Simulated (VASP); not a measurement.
# Os (I4/mmm) in VASP: a series of runs, part 2 of 2

VASP 6.6.1. The steps go on from the part before.

## (4) Single point, PBEsol (strain -0.050 along x and y, +0.025 along z)

The input, INCAR:

```
SYSTEM = Os
PREC = Accurate ; ENCUT = 520
EDIFF = 1E-6 ; ISMEAR = 0
SIGMA = 0.15 ; LREAL = .False.
LASPH = .True. ; NELM = 60
ALGO = Normal ; ISIF = 2
LWAVE = .False. ; LCHARG = .False.
GGA = PS ; NBANDS = 10
```

The input, KPOINTS:

```
regular mesh
0
Gamma
  20 20 20
  0 0 0
```

The input, POSCAR:

```
Os
1.0
    0.0000000000      1.8477500000      1.9936250000
    1.8477500000      0.0000000000      1.9936250000
    1.8477500000      1.8477500000      0.0000000000
Os
1
Direct
    0.0000000000      0.0000000000      0.0000000000
```

Potentials or basis: VASP PAW PBE potentials, release 64 (Os).

The run is started by

```console
cat potpaw_PBE.64/Os/POTCAR > POTCAR
mpirun -np 1 vasp_std > vasp.out
```

OUTCAR:

```text
SYSTEM = Os
   PREC = Accurate
   ENCUT = 520
   EDIFF = 1E-6
   ISMEAR = 0
   LREAL = .False.
   LASPH = .True.
   NELM = 60
   ISIF = 2
   GGA = PS

 ion  position               nearest neighbor table
   1  0.000  0.000  0.000-

  LATTYP: Found a body centered tetragonal cell.
 ALAT       =     2.6131131099
 C/A-ratio  =     1.5258620015

  Lattice vectors:

 A1 = (  -1.8477500000,   0.0000000000,   1.9936250000)
 A2 = (   1.8477500000,   0.0000000000,   1.9936250000)
 A3 = (   0.0000000000,   1.8477500000,  -1.9936250000)

Analysis of symmetry for initial positions (statically):
=====================================================================
 Subroutine PRICEL returns:
 Original cell was already a primitive cell.

 Routine SETGRP: Setting up the symmetry group for a
 body centered tetragonal supercell.

 Subroutine GETGRP returns: Found 16 space group operations
 (whereof 16 operations were pure point group operations)
 out of a pool of 16 trial point group operations.

The static configuration has the point symmetry D_4h.

Analysis of symmetry for dynamics (positions and initial velocities):
=====================================================================
 Subroutine PRICEL returns:
 Original cell was already a primitive cell.

 Routine SETGRP: Setting up the symmetry group for a
 body centered tetragonal supercell.

 Subroutine GETGRP returns: Found 16 space group operations
 (whereof 16 operations were pure point group operations)
 out of a pool of 16 trial point group operations.

The dynamic configuration has the point symmetry D_4h.

 Subroutine INISYM returns: Found 16 space group operations
 (whereof 16 operations are pure point group operations),
 and found     1 'primitive' translations

----------------------------------------------------------------------------------------

                                     Primitive cell

  volume of cell :      13.6132

  direct lattice vectors                    reciprocal lattice vectors
     0.000000000  1.847750000  1.993625000    -0.270599378  0.270599378  0.250799423
     1.847750000  0.000000000  1.993625000     0.270599378 -0.270599378  0.250799423
     1.847750000  1.847750000  0.000000000     0.270599378  0.270599378 -0.250799423

  length of vectors
     2.718220135  2.718220135  2.613113110     0.457546060  0.457546060  0.457546060

  position of ions in fractional coordinates (direct lattice)
     0.000000000  0.000000000  0.000000000

  ion indices of the primitive-cell ions
   primitive index   ion index
                 1           1

----------------------------------------------------------------------------------------

 KPOINTS: regular mesh

Automatic generation of k-mesh.
 Grid dimensions read from file:
 generate k-points for:   20   20   20

 Generating k-lattice:

  Cartesian coordinates                     Fractional coordinates (reciprocal lattice)
    -0.013529969  0.013529969  0.012539971     0.050000000  0.000000000  0.000000000
     0.013529969 -0.013529969  0.012539971     0.000000000  0.050000000  0.000000000
     0.013529969  0.013529969 -0.012539971     0.000000000  0.000000000  0.050000000

  Length of vectors
     0.022877303  0.022877303  0.022877303

  Shift w.r.t. Gamma in fractional coordinates (k-lattice)
     0.000000000  0.000000000  0.000000000

 Subroutine IBZKPT returns following result:
 ===========================================

 Found    641 irreducible k-points:

 Following reciprocal coordinates:
            Coordinates               Weight
  0.000000  0.000000  0.000000      1.000000
  0.050000 -0.000000  0.000000      8.000000
  0.100000  0.000000  0.000000      8.000000
  0.150000 -0.000000  0.000000      8.000000
  0.200000  0.000000  0.000000      8.000000
  0.250000 -0.000000  0.000000      8.000000
[... 16 lines left out ...]
 -0.400000  0.050000  0.000000      8.000000
 -0.350000  0.050000  0.000000      8.000000
 [... further k-points ...]
   k-points           NKPTS =    641   k-points in BZ     NKDIM =    641   number of bands    NBANDS=     10
   number of dos      NEDOS =    301   number of ions     NIONS =      1
   total plane-waves  NPLWV =   8000
   dimension x,y,z NGX =    20 NGY =   20 NGZ =   20
   dimension x,y,z NGXF=    40 NGYF=   40 NGZF=   40
   ions per type =               1
   NGX,Y,Z   is equivalent  to a cutoff of  12.23, 12.23, 12.72 a.u.
   NGXF,Y,Z  is equivalent  to a cutoff of  24.46, 24.46, 25.45 a.u.
 SYSTEM =  Os
   PREC   = accura    normal or accurate (medium, high low for compatibility)
   ISTART =      0    job   : 0-new  1-cont  2-samecut
   ICHARG =      2    charge: 1-file 2-atom 10-const
   ISPIN  =      1    spin polarized calculation?
   LNONCOLLINEAR =      F non collinear calculations
   LSORBIT =      F    spin-orbit coupling
   LASPH  =      T    aspherical Exc in radial PAW
   ENCUT  =  520.0 eV  38.22 Ry    6.18 a.u.   5.05  5.05  4.86*2*pi/ulx,y,z
   NELM   =     60;   NELMIN=  2; NELMDL= -5     # of ELM steps
   EDIFF  = 0.1E-05   stopping-criterion for ELM
   LREAL  =      F    real-space projection
[... 7 lines left out ...]
   TEBEG  =    0.0;   TEEND  =   0.0 temperature during run
   PSTRESS=    0.0 pullay stress
   NELECT =       8.0000    total number of electrons
   NUPDOWN=      -1.0000    fix difference up-down
   EMIN   =  10.00;   EMAX   =-10.00  energy-range for DOS
   EFERMI =   0.00;   METHOD = LEGACY
   ISMEAR =     0;   SIGMA  =   0.15  broadening in eV -4-tet -1-fermi 0-gaus
   EFERMI_NEDOS =   21; number of points for ismear=-14 and -15
   IALGO  =     38    algorithm
   IMIX   =      4    mixing-type and parameters
     AMIX     =   0.40;   BMIX     =  1.00
     AMIX_MAG =   1.60;   BMIX_MAG =  1.00
  volume/ion in A,a.u.               =      13.61        91.87
  Fermi-wavevector in a.u.,A,eV,Ry     =   1.371255  2.591296 25.583579  1.880340
  Thomas-Fermi vector in A             =   2.496968
   LORBIT       =      0    0 simple, 1 ext, 2 COOP (PROOUT), +10 PAW based schemes
   GGA     = PS    functional components
   LHFCALC =     F    Hartree Fock is set to
   AEXX    =    0.0000 exact exchange contribution
   IVDW    =     0    specifies the selected vdW correction
   LEPSILON=     F    determine dielectric tensor
   LRPA    =     F    only Hartree local field effects (RPA)
 non-spin polarized calculation
 Gauss-broadening in eV      SIGMA  =   0.15
  energy-cutoff  :      520.00
  volume of cell :       13.61
 maximum number of plane-waves:       380
   NGX = 11   NGY = 11   NGZ =  9

 number of electron       7.9999999 magnetization

 Free energy of the ion-electron system (eV)
  ---------------------------------------------------
  ext. energy  EPLUGINS =         0.00000000
  ---------------------------------------------------
  free energy    TOTEN  =       -12.02466733 eV

  energy without entropy =      -12.01568777  energy(sigma->0) =      -12.02017755

 E-fermi :   9.6392     XC(G=0): -14.3064

 val. band max:        9.6358717061   @ k =  -0.3500   0.4000   0.1000
 cond. band min:       9.6406723413   @ k =   0.3500   0.0500   0.3000
 fundamental gap:      0.0048006352
 Fermi energy:         9.6392102827

 k-point     1 :       0.0000    0.0000    0.0000
  band No.  band energies     occupation
      1      -1.5189      2.00000
      2       5.7223      2.00000
      3       6.9043      2.00000
      4       6.9043      2.00000
      5       8.8150      2.00000
      6      10.4250      0.00000
      7      23.9591      0.00000
      8      28.1326      0.00000
      9      30.7525      0.00000
     10      30.7525      0.00000

 k-point     2 :       0.0500   -0.0000    0.0000
  band No.  band energies     occupation
      1      -1.3969      2.00000
      2       5.7502      2.00000
      3       6.8518      2.00000
      4       6.9605      2.00000
      5       8.7930      2.00000
      6      10.3635      0.00000
      7      24.1895      0.00000
      8      28.1506      0.00000
      9      30.2325      0.00000
     10      30.9816      0.00000
[... 274 lines left out ...]
 k-point    24 :      -0.3500    0.0500    0.0000
  band No.  band energies     occupation
      1       1.7216      2.00000
      2       5.9455      2.00000
      3       7.1697      2.00000
      4       7.2050      2.00000
      5      10.7923      0.00000
      6      11.9560      0.00000
      7      21.2553      0.00000
      8      25.0569      0.00000
      9      31.2948      0.00000
     10      33.5730      0.00000

 [... further k-points ...]
[... 5 lines left out ...]
  --------------------------------------------------------------------------------------
  -------------------------------------------------------------------------------------
  Total        2.0181945      2.0181945     -0.7104298      0.0000000      0.0000000      0.0000000
  in kB      237.5273994    237.5273994    -83.6126247      0.0000000      0.0000000      0.0000000
  external PRESSURE =     130.4807247 kB  Pullay stress =       0.0000000 kB

 VOLUME and BASIS-vectors are now :
 -----------------------------------------------------------------------------
  energy-cutoff  :      520.00
  volume of cell :       13.61
      direct lattice vectors                 reciprocal lattice vectors
     0.000000000  1.847750000  1.993625000    -0.270599378  0.270599378  0.250799423
     1.847750000  0.000000000  1.993625000     0.270599378 -0.270599378  0.250799423
     1.847750000  1.847750000  0.000000000     0.270599378  0.270599378 -0.250799423

 POSITION                                       TOTAL-FORCE (eV/Angst)
 -----------------------------------------------------------------------------------
      0.00000      0.00000      0.00000         0.000000      0.000000      0.000000
 -----------------------------------------------------------------------------------
    total drift:                                0.000000      0.000000     -0.000000

  FREE ENERGIE OF THE ION-ELECTRON SYSTEM (eV)
  ---------------------------------------------------
  free  energy   TOTEN  =       -12.0246673307 eV

  energy  without entropy=      -12.0156877690  energy(sigma->0) =      -12.02017755
```

OSZICAR:

```text
N       E                     dE             d eps       ncg     rms          rms(c)
DAV:   1     0.359240796068E+02    0.35924E+02   -0.42182E+03 13158   0.749E+02
DAV:   2    -0.116955942462E+02   -0.47620E+02   -0.44524E+02 13262   0.203E+02
DAV:   3    -0.127484327830E+02   -0.10528E+01   -0.10457E+01 15098   0.280E+01
DAV:   4    -0.127509632747E+02   -0.25305E-02   -0.25302E-02 13974   0.153E+00
DAV:   5    -0.127509719777E+02   -0.87030E-05   -0.87023E-05 14200   0.817E-02    0.184E+01
DAV:   6    -0.121985616714E+02    0.55241E+00   -0.56549E-01 15620   0.595E+00    0.852E+00
DAV:   7    -0.120294093152E+02    0.16915E+00   -0.42160E-01 16270   0.489E+00    0.536E-01
DAV:   8    -0.120263315998E+02    0.30777E-02   -0.19814E-03 13320   0.378E-01    0.364E-01
DAV:   9    -0.120246773600E+02    0.16542E-02   -0.99314E-04 14388   0.349E-01    0.207E-02
DAV:  10    -0.120246699982E+02    0.73618E-05   -0.96359E-06 13748   0.234E-02    0.995E-03
DAV:  11    -0.120246674187E+02    0.25795E-05   -0.85982E-07  8552   0.143E-02    0.292E-03
DAV:  12    -0.120246673307E+02    0.87967E-07   -0.15783E-08  6758   0.119E-03
   1 F= -.12024667E+02 E0= -.12020178E+02  d E =-.897956E-02
```

stdout:

```text
POSCAR found type information on POSCAR Os
 POSCAR found :  1 types and       1 ions
 scaLAPACK will be used
 -----------------------------------------------------------------------------
|                                                                             |
|                                                                             |
|     You enforced a specific xc type in the INCAR file but a different       |
|     I HOPE YOU KNOW WHAT YOU ARE DOING!                                     |
|                                                                             |
 -----------------------------------------------------------------------------

 LDA part: xc-table for (Slater+PW92), standard interpolation
 POSCAR, INCAR and KPOINTS ok, starting setup
 FFT: planning ... GRIDC
 FFT: planning ... GRID_SOFT
 FFT: planning ... GRID
 WAVECAR not read
 entering main loop
```

It took 29 s on 1 thread of Intel Xeon 6975P-C (Granite Rapids), shared host; peak memory 0.2 GiB.

Results:

```yaml
Free_energy: -12.0247 eV
Pressure: 13.0 GPa
Band_gap_on_the_k_mesh: zero (band 4 reaches 12.29 eV, above the bottom of band 5 at 7.75 eV)
```

Stress tensor (GPa, compression positive):
```
23.75  0.00  0.00
 0.00 23.75  0.00
 0.00  0.00 -8.36
```

Levels at points of the mesh, in eV from the Fermi level:
```
           k point  band 1  band 2  band 3  band 4  band 5  band 6  band 7  band 8
(0.00, 0.00, 0.00)  -11.16   -3.92   -2.73   -2.73   -0.82    0.79   14.32   18.49
(0.50, 0.00, 0.00)   -8.02   -3.90   -2.74   -0.27    2.25    2.84    9.41   13.64
(0.50, 0.50, 0.00)   -8.00   -7.16    1.30    2.65    3.21    3.21   11.32   13.36
(0.50, 0.00, 0.50)   -7.95   -7.21    2.36    2.64    2.96    3.94   11.46   12.59
```

Caveat: the cell differs from its parent crystal (strain -0.050 along x and y, +0.025 along z); the PAW data sets were made with another functional, which shifts forces and pressure a little; spin-orbit coupling is left out, which moves the levels of the heavy elements.

## (5) The runs side by side

| cell | gap on the mesh (eV) | pressure (GPa) |
| --- | --- | --- |
| a = 2.683, b = 2.683, c = 2.613 Å, angles 60.9, 60.9, 58.3°, 1 atom | none | 25.2 |
| a = 2.648, b = 2.648, c = 2.682 Å, angles 59.6, 59.6, 60.9°, 1 atom | none | 24.3 |
| a = 2.718, b = 2.718, c = 2.613 Å, angles 61.3, 61.3, 57.5°, 1 atom | none | 13.0 |

Alike in all rows: task single point; level PBEsol; potentials or basis VASP PAW PBE potentials, release 64 (Os); no spin polarisation; k mesh 20 × 20 × 20; cutoff (eV) 520; smearing gaussian 0.15 eV.

Caveats: the PAW data sets were made with another functional, which shifts forces and pressure a little; spin-orbit coupling is left out, which moves the levels of the heavy elements.

Total energies depend on the potentials used, so only differences within one code and one set of settings carry meaning.
